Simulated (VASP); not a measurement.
# Zn7S8 (a cell with a defect) in VASP: a series of runs, part 2 of 2

VASP 6.6.1. Earlier steps stand in the parts before.

### Step 3. Single point, LDA

Input file INCAR:

```
  PREC = Accurate
  ENCUT = 520
  EDIFF = 1E-7
  ISMEAR = 0
  SIGMA = 0.02
  LREAL = Auto
  LASPH = T
  NELM = 100
  ALGO = Normal
  ISIF = 2
  LWAVE = F
  LCHARG = T
  GGA = CA
  LELF = T
  LVHAR = T
  NBANDS = 79
  NELECT = 134.0
```

Input file KPOINTS:

```
regular mesh
0
Gamma
  2 2 2
```

Input file POSCAR:

```
Zn7S8
1.0
    0.0000000000      5.2968478578     -5.2968478578
    5.2968478578      5.2968478578      0.0000000000
    5.2968478578      0.0000000000     -5.2968478578
Zn S
7 8
Direct
   -0.0092355871     -0.3824768153      0.4907642375
    0.4548911097      0.0288767969      0.5052912736
    0.5268778857      0.4638141525      0.5176008588
    0.0052912602      0.0288767969      0.9548909343
    0.0176006566      0.4638141525      1.0268780879
    0.4896385680     -0.0025114937      0.9896385814
    0.4994020163      0.5044114107      0.9994020297
    0.1194359394      0.0948883210      0.1441294937
    0.1201493826      0.6444834912      0.1282715717
    0.6164150052      0.1279852694      0.1164149918
    0.6355590325      0.6107446517      0.1355592079
    0.0931735276      0.1805149073      0.5931733522
    0.1583999621      0.6222065629      0.6584001643
    0.6441295071      0.0948883210      0.6194359529
    0.6282716796      0.6444835856      0.6201493017
```

Potentials or basis: VASP PAW LDA potentials, release 64 (Zn, S).

The run is started by

```console
> cat potpaw_LDA.64/Zn/POTCAR potpaw_LDA.64/S/POTCAR > POTCAR
> mpirun -np 1 vasp_std > vasp.out
```

OUTCAR:

```text
PREC = Accurate
   ENCUT = 520
   EDIFF = 1E-7
   ISMEAR = 0
   LREAL = Auto
   LASPH = T
   NELM = 100
   ISIF = 2
   GGA = CA
   NELECT = 134.0

 ion  position               nearest neighbor table
   1  0.991  0.618  0.491-  13 2.20   9 2.32  15 2.32  12 2.73
   2  0.455  0.029  0.505-  12 2.23  14 2.31  15 2.37  10 2.39
   3  0.527  0.464  0.518-  14 2.26  13 2.28  11 2.34  15 2.38
[... 717 lines left out ...]
  energy-cutoff  :      520.00
  volume of cell :      297.22
      direct lattice vectors                 reciprocal lattice vectors
     0.000000000  5.296847858 -5.296847858    -0.094395764  0.094395764 -0.094395764
     5.296847858  5.296847858  0.000000000     0.094395764  0.094395764  0.094395764
     5.296847858  0.000000000 -5.296847858     0.094395764 -0.094395764 -0.094395764

 POSITION                                       TOTAL-FORCE (eV/Angst)
 -----------------------------------------------------------------------------------
      5.87043      8.51885     -7.84743        -0.821488     -0.821488     -0.365967
      2.82941      2.56244     -5.08594         0.088742      0.132771     -0.036290
      5.19841      5.24755     -5.53245         0.004127     -0.094270      0.066465
      5.21087      0.18098     -5.08594         0.132771      0.088742     -0.036290
      2.59912      2.54998     -0.23560        -0.094270      0.004127      0.066465
     10.52551      7.87709     -7.83551         0.031083      0.031083      0.068553
      7.96547      5.31705     -7.93894         0.013966      0.013966     -0.061065
      1.26604      1.13524     -1.39607         0.081231      0.075454     -0.024653
      4.09317      4.05014     -1.31585        -0.060011      0.052141      0.076936
      1.29455      3.94297     -3.88169         0.015546      0.015546     -0.031670
      3.95306      6.60148     -4.08450         0.032651      0.032651      0.033393
      4.09811      1.44969     -3.63547         0.199200      0.199200      0.006292
      6.78318      4.13475     -4.32647         0.248855      0.248855      0.185546
      3.78367      3.91446     -6.69291         0.075454      0.081231     -0.024653
      6.69857      6.74159     -6.61270         0.052141     -0.060011      0.076936
 -----------------------------------------------------------------------------------
    total drift:                               -0.003398      0.001533     -0.000103

  FREE ENERGIE OF THE ION-ELECTRON SYSTEM (eV)
  ---------------------------------------------------
  free  energy   TOTEN  =       -54.4594732285 eV

  energy  without entropy=      -54.4594732285  energy(sigma->0) =      -54.45947323
```

Wall time 6.5 min (1 thread of Intel Xeon Platinum 8259CL at 2.50GHz (Skylake/Cascade Lake), shared host); peak memory 0.37 GiB.

Results:

- Free energy: -54.4595 eV
- Largest force: 1.218 eV/Å

Forces on the atoms (eV/Å):
```
Zn  -0.821 -0.821 -0.366
Zn   0.089  0.133 -0.036
Zn   0.004 -0.094  0.066
Zn   0.133  0.089 -0.036
Zn  -0.094  0.004  0.066
Zn   0.031  0.031  0.069
Zn   0.014  0.014 -0.061
S    0.081  0.075 -0.025
S   -0.060  0.052  0.077
S    0.016  0.016 -0.032
S    0.033  0.033  0.033
S    0.199  0.199  0.006
S    0.249  0.249  0.186
S    0.075  0.081 -0.025
S    0.052 -0.060  0.077
```

Caveat: the k points lie up to 0.51 Å⁻¹ apart; the cell carries a net charge on a neutralising background, which shifts energy and pressure.
